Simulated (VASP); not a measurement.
**NaF: single point with PBE**

NaF, a wire with vacuum:

```
Na F
1.0
     9.00000    0.00000    0.00000
     0.00000    9.30000    0.00000
     0.00000    0.00000    4.13044
Na F
1 1
Direct
  0.50000 0.50000 0.00000
  0.50000 0.50000 0.50000
```

```
Program                : VASP 6.6.1
Task                   : single point
Functional             : PBE
Potentials or basis    : VASP PAW PBE potentials, release 64 (Na_pv, F)
Cutoff                 : 520 eV
k mesh                 : 1 × 1 × 15
Occupations            : gaussian, width 0.05 eV
Spin                   : collinear spin, ferromagnetic start
Starting moments       : [0.5, 0.5] μB
Dipole correction      : no
Further INCAR settings : ALGO = Normal; EDIFF = 1e-06; NBANDS = 18
```

```json
{
 "Band gap on the k mesh": "5.20 eV, indirect (least direct gap 5.21 eV)",
 "Net moment": "0.00 μB per cell",
 "Valence electrons inside the program's atomic spheres": "Na 6.04; F 6.08"
}
```

Levels at points of the mesh, in eV from the valence-band top:
Spin up:
```
           k point  band 4  band 5  band 6  band 7  band 8  band 9  band 10  band 11
(0.00, 0.00, 0.00)  -18.52   -0.20   -0.01   -0.01    5.20    7.07     7.15     7.42
```
Spin down:
| k point | band 4 | band 5 | band 6 | band 7 | band 8 | band 9 | band 10 | band 11 |
| --- | --- | --- | --- | --- | --- | --- | --- | --- |
| (0.00, 0.00, 0.00) | -18.52 | -0.20 | -0.01 | -0.01 | 5.20 | 7.06 | 7.15 | 7.39 |

It took 2.3 min on 1 thread of Intel(R) Xeon(R) Platinum 8488C (Sapphire Rapids), with other jobs on the host, peak memory 0.53 GiB.
